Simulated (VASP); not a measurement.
# PbS (rocksalt type) (Fm-3m) in VASP: a series of runs

PbS (rocksalt type) is run at these levels: PBEsol; tasks: single point, relaxation of cell and atoms.

Program: VASP 6.6.1. These are calculated values, not measurements. Logs are shortened: lines on timing, memory, paths and dates and some standing lists are left out, and cuts for length are marked.

### Step 1. The cell of the first run

Symmetry: Fm-3m, No. 225, cubic system. The conventional cell has a = 5.903 Å, b = 5.903 Å, c = 5.903 Å, α = 90.00°, β = 90.00°, γ = 90.00°. Pb (site symmetry m-3m) has 6 S at 2.95 Å within 3.9 Å. S (site symmetry m-3m) has 6 Pb at 2.95 Å within 3.9 Å.

### Step 2. Single point, PBEsol

Input file INCAR:

```
PREC = Accurate
ENCUT = 520
EDIFF = 1E-7
ISMEAR = -1
SIGMA = 0.1
LREAL = False
LASPH = True
NELM = 80
ALGO = Normal
ISIF = 2
LWAVE = False
LCHARG = True
GGA = PS
LELF = True
LVHAR = True
NBANDS = 17
```

Input file KPOINTS:

```
Automatic mesh
0
Gamma
  14 14 14
```

Input file POSCAR:

```
PbS
1.0
    0.0000000000      2.9512816525      2.9512816525
    2.9512816525      0.0000000000      2.9512816525
    2.9512816525      2.9512816525      0.0000000000
Pb S
1 1
Direct
    0.0000000000      0.0000000000      0.0000000000
    0.5000000000      0.5000000000      0.5000000000
```

Potentials or basis: VASP PAW PBE potentials, release 64 (Pb_d, S).

Started as:

```
> cat potpaw_PBE.64/Pb_d/POTCAR potpaw_PBE.64/S/POTCAR > POTCAR
> mpirun -np 1 vasp_std > vasp.out
```

OUTCAR:

```text
PREC = Accurate
   ENCUT = 520
   EDIFF = 1E-7
   ISMEAR = -1
   LREAL = False
   LASPH = True
   NELM = 80
   ISIF = 2
   GGA = PS

 ion  position               nearest neighbor table
   1  0.000  0.000  0.000-   2 2.95   2 2.95   2 2.95   2 2.95   2 2.95   2 2.95
   2  0.500  0.500  0.500-   1 2.95   1 2.95   1 2.95   1 2.95   1 2.95   1 2.95

  LATTYP: Found a face centered cubic cell.
 ALAT       =     5.9025633050

  Lattice vectors:

 A1 = (   0.0000000000,   2.9512816525,   2.9512816525)
 A2 = (   2.9512816525,   0.0000000000,   2.9512816525)
 A3 = (   2.9512816525,   2.9512816525,   0.0000000000)

Analysis of symmetry for initial positions (statically):
=====================================================================
 Subroutine PRICEL returns:
 Original cell was already a primitive cell.

 Routine SETGRP: Setting up the symmetry group for a
 face centered cubic supercell.

 Subroutine GETGRP returns: Found 48 space group operations
 (whereof 48 operations were pure point group operations)
 out of a pool of 48 trial point group operations.

The static configuration has the point symmetry O_h .

Analysis of symmetry for dynamics (positions and initial velocities):
=====================================================================
 Subroutine PRICEL returns:
 Original cell was already a primitive cell.

 Routine SETGRP: Setting up the symmetry group for a
 face centered cubic supercell.

 Subroutine GETGRP returns: Found 48 space group operations
 (whereof 48 operations were pure point group operations)
 out of a pool of 48 trial point group operations.

The dynamic configuration has the point symmetry O_h .

 Subroutine INISYM returns: Found 48 space group operations
 (whereof 48 operations are pure point group operations),
 and found     1 'primitive' translations

----------------------------------------------------------------------------------------

                                     Primitive cell

  volume of cell :      51.4117

  direct lattice vectors                    reciprocal lattice vectors
     0.000000000  2.951281653  2.951281653    -0.169417920  0.169417920  0.169417920
     2.951281653  0.000000000  2.951281653     0.169417920 -0.169417920  0.169417920
     2.951281653  2.951281653  0.000000000     0.169417920  0.169417920 -0.169417920

  length of vectors
     4.173742539  4.173742539  4.173742539     0.293440446  0.293440446  0.293440446

  position of ions in fractional coordinates (direct lattice)
     0.000000000  0.000000000  0.000000000
     0.500000000  0.500000000  0.500000000

  ion indices of the primitive-cell ions
   primitive index   ion index
                 1           1
                 2           2

----------------------------------------------------------------------------------------

 KPOINTS: Automatic mesh

Automatic generation of k-mesh.
 Grid dimensions read from file:
 generate k-points for:   14   14   14

 Generating k-lattice:

  Cartesian coordinates                     Fractional coordinates (reciprocal lattice)
    -0.012101280  0.012101280  0.012101280     0.071428571  0.000000000  0.000000000
     0.012101280 -0.012101280  0.012101280     0.000000000  0.071428571  0.000000000
     0.012101280  0.012101280 -0.012101280     0.000000000  0.000000000  0.071428571

  Length of vectors
     0.020960032  0.020960032  0.020960032

  Shift w.r.t. Gamma in fractional coordinates (k-lattice)
     0.000000000  0.000000000  0.000000000

 Subroutine IBZKPT returns following result:
 ===========================================

 Found    104 irreducible k-points:

 Following reciprocal coordinates:
            Coordinates               Weight
  0.000000  0.000000  0.000000      1.000000
  0.071429  0.000000  0.000000      8.000000
  0.142857  0.000000  0.000000      8.000000
  0.214286  0.000000  0.000000      8.000000
  0.285714  0.000000  0.000000      8.000000
  0.357143  0.000000  0.000000      8.000000
[... 16 lines left out ...]
  0.214286  0.142857  0.000000     24.000000
  0.285714  0.142857  0.000000     24.000000
 [... further k-points ...]
   k-points           NKPTS =    104   k-points in BZ     NKDIM =    104   number of bands    NBANDS=     17
   number of dos      NEDOS =    301   number of ions     NIONS =      2
   total plane-waves  NPLWV =  32768
   dimension x,y,z NGX =    32 NGY =   32 NGZ =   32
   dimension x,y,z NGXF=    64 NGYF=   64 NGZF=   64
   ions per type =               1   1
   NGX,Y,Z   is equivalent  to a cutoff of  12.75, 12.75, 12.75 a.u.
   NGXF,Y,Z  is equivalent  to a cutoff of  25.49, 25.49, 25.49 a.u.
 SYSTEM =  unknown system
   PREC   = accura    normal or accurate (medium, high low for compatibility)
   ISTART =      0    job   : 0-new  1-cont  2-samecut
   ICHARG =      2    charge: 1-file 2-atom 10-const
   ISPIN  =      1    spin polarized calculation?
   LNONCOLLINEAR =      F non collinear calculations
   LSORBIT =      F    spin-orbit coupling
   LASPH  =      T    aspherical Exc in radial PAW
   ENCUT  =  520.0 eV  38.22 Ry    6.18 a.u.   7.76  7.76  7.76*2*pi/ulx,y,z
   NELM   =     80;   NELMIN=  2; NELMDL= -5     # of ELM steps
   EDIFF  = 0.1E-06   stopping-criterion for ELM
   LREAL  =      F    real-space projection
   EDIFFG = 0.1E-05   stopping-criterion for IOM
   NSW    =      0    number of steps for IOM
   IBRION =     -1    ionic relax: 0-MD 1-quasi-New 2-CG
   NFREE  =      0    steps in history (QN), initial steepest desc. (CG)
   ISIF   =      2    stress and relaxation
   ISYM   =      2    0-nonsym 1-usesym 2-fastsym
   POTIM  = 0.5000    time-step for ionic-motion
   TEBEG  =    0.0;   TEEND  =   0.0 temperature during run
   PSTRESS=    0.0 pullay stress
   NELECT =      20.0000    total number of electrons
   NUPDOWN=      -1.0000    fix difference up-down
   EMIN   =  10.00;   EMAX   =-10.00  energy-range for DOS
   EFERMI =   0.00;   METHOD = LEGACY
   ISMEAR =    -1;   SIGMA  =   0.10  broadening in eV -4-tet -1-fermi 0-gaus
   EFERMI_NEDOS =   21; number of points for ismear=-14 and -15
   IALGO  =     38    algorithm
   IMIX   =      4    mixing-type and parameters
     AMIX     =   0.40;   BMIX     =  1.00
     AMIX_MAG =   1.60;   BMIX_MAG =  1.00
  volume/ion in A,a.u.               =      25.71       173.47
  Fermi-wavevector in a.u.,A,eV,Ry     =   1.195081  2.258376 19.432108  1.428220
  Thomas-Fermi vector in A             =   2.331056
   LORBIT       =      0    0 simple, 1 ext, 2 COOP (PROOUT), +10 PAW based schemes
   GGA     = PS    functional components
   LHFCALC =     F    Hartree Fock is set to
   AEXX    =    0.0000 exact exchange contribution
   IVDW    =     0    specifies the selected vdW correction
   LEPSILON=     F    determine dielectric tensor
   LRPA    =     F    only Hartree local field effects (RPA)
 non-spin polarized calculation
  energy-cutoff  :      520.00
  volume of cell :       51.41
 maximum number of plane-waves:      1411
   NGX = 15   NGY = 15   NGZ = 15

 number of electron      19.9999997 magnetization

 Free energy of the ion-electron system (eV)
  ---------------------------------------------------
  ext. energy  EPLUGINS =         0.00000000
  ---------------------------------------------------
  free energy    TOTEN  =        -9.45697578 eV

  energy without entropy =       -9.45601207  energy(sigma->0) =       -9.45649392

 E-fermi :   6.0012     XC(G=0):  -9.9561

 val. band max:        5.9000732620   @ k =   0.5000   0.0000   0.0000
 cond. band min:       6.0987366070   @ k =   0.5000   0.0000   0.0000
 fundamental gap:      0.1986633451
 Fermi energy:         6.0011556046

 k-point     1 :       0.0000    0.0000    0.0000
  band No.  band energies     occupation
      1     -10.8860      2.00000
      2     -10.8860      2.00000
      3     -10.8860      2.00000
      4     -10.8731      2.00000
      5     -10.8731      2.00000
      6      -7.8550      2.00000
[... 9 lines left out ...]
     16      12.4897      0.00000
     17      14.2836      0.00000

 k-point     2 :       0.0714    0.0000    0.0000
  band No.  band energies     occupation
      1     -10.8858      2.00000
      2     -10.8845      2.00000
      3     -10.8845      2.00000
      4     -10.8738      2.00000
      5     -10.8738      2.00000
      6      -7.8094      2.00000
[... 9 lines left out ...]
     16      12.6353      0.00000
     17      14.7852      0.00000

 k-point     3 :       0.1429    0.0000    0.0000
  band No.  band energies     occupation
      1     -10.8851      2.00000
      2     -10.8843      2.00000
      3     -10.8843      2.00000
      4     -10.8718      2.00000
      5     -10.8718      2.00000
      6      -7.6754      2.00000
[... 9 lines left out ...]
     16      12.9679      0.00000
     17      15.8335      0.00000

 k-point     4 :       0.2143    0.0000    0.0000
  band No.  band energies     occupation
      1     -10.8894      2.00000
      2     -10.8894      2.00000
      3     -10.8844      2.00000
      4     -10.8635      2.00000
      5     -10.8635      2.00000
      6      -7.4621      2.00000
[... 9 lines left out ...]
     16      13.4434      0.00000
     17      17.0497      0.00000
[... 343 lines left out ...]
      1     -10.8916      2.00000
      2     -10.8913      2.00000
      3     -10.8740      2.00000
      4     -10.8740      2.00000
      5     -10.8678      2.00000
      6      -7.6111      2.00000
[... 9 lines left out ...]
     16      13.9593      0.00000
     17      15.2015      0.00000

 k-point    23 :       0.2143    0.1429    0.0000
  band No.  band energies     occupation
      1     -10.9029      2.00000
      2     -10.8925      2.00000
      3     -10.8735      2.00000
      4     -10.8678      2.00000
      5     -10.8606      2.00000
      6      -7.4492      2.00000
[... 9 lines left out ...]
     16      14.4261      0.00000
     17      15.7786      0.00000

 k-point    24 :       0.2857    0.1429    0.0000
  band No.  band energies     occupation
      1     -10.9142      2.00000
      2     -10.8909      2.00000
      3     -10.8781      2.00000
      4     -10.8614      2.00000
      5     -10.8497      2.00000
      6      -7.2166      2.00000
[... 9 lines left out ...]
     16      14.8960      0.00000
     17      16.8572      0.00000

 [... further k-points ...]

------------------------ aborting loop because EDIFF is reached ----------------------------------------

  FORCE on cell =-STRESS in cart. coord.  units (eV):
  Direction    XX          YY          ZZ          XY          YZ          ZX
  --------------------------------------------------------------------------------------
  -------------------------------------------------------------------------------------
  Total       -0.0120366     -0.0120366     -0.0120366      0.0000000      0.0000000     -0.0000000
  in kB       -0.3751041     -0.3751041     -0.3751041      0.0000000      0.0000000     -0.0000000
  external PRESSURE =      -0.3751041 kB  Pullay stress =       0.0000000 kB

 VOLUME and BASIS-vectors are now :
 -----------------------------------------------------------------------------
  energy-cutoff  :      520.00
  volume of cell :       51.41
      direct lattice vectors                 reciprocal lattice vectors
     0.000000000  2.951281653  2.951281653    -0.169417920  0.169417920  0.169417920
     2.951281653  0.000000000  2.951281653     0.169417920 -0.169417920  0.169417920
     2.951281653  2.951281653  0.000000000     0.169417920  0.169417920 -0.169417920

 POSITION                                       TOTAL-FORCE (eV/Angst)
 -----------------------------------------------------------------------------------
      0.00000      0.00000      0.00000         0.000000     -0.000000      0.000000
      2.95128      2.95128      2.95128        -0.000000      0.000000     -0.000000
 -----------------------------------------------------------------------------------
    total drift:                                0.000000     -0.000000     -0.000000

  FREE ENERGIE OF THE ION-ELECTRON SYSTEM (eV)
  ---------------------------------------------------
  free  energy   TOTEN  =        -9.4569757763 eV

  energy  without entropy=       -9.4560120715  energy(sigma->0) =       -9.45649392
```

Wall time 41 s (1 thread of Intel Xeon Platinum 8488C (Sapphire Rapids), shared host); peak memory 0.23 GiB.

What came out:

```yaml
Free_energy: -9.4570 eV
Pressure: 0.0 GPa
Band_gap_on_the_k_mesh: 0.20 eV
```

Caveat: the PAW data sets were made with another functional, which shifts forces and pressure a little; spin-orbit coupling is left out, which moves the levels of the heavy elements.

[end of part 1 of 2]
